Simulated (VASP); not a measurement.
CdSe:

```
Cd Se
1.0
     0.00000    3.01000    3.01000
     3.01000    0.00000    3.01000
     3.01000    3.01000    0.00000
Cd Se
1 1
Direct
  0.00000 0.00000 0.00000
  0.25000 0.25000 0.25000
```

Base run:

```yaml
Program: VASP 6.6.1
Functional: PBE
Potentials_or_basis: VASP PAW PBE potentials, release 64 (Cd, Se)
Cutoff: 500 eV
k_mesh: 8 × 8 × 8
Occupations: gaussian, width 0.01 eV
Spin: no spin polarisation
```

Its results: band gap on the k mesh 0.67 eV; pressure 5.1 GPa.

**Question.** The run is repeated on the same cell with these changes: functional from PBE to r2SCAN; cutoff from 500 eV to 550 eV. What comes out?

**Answer.** Band gap on the k mesh 1.16 eV; pressure 3.6 GPa.

Caveats: the cell stands under pressure; the PAW data sets were made with another functional, which shifts forces and pressure a little (at least some runs).

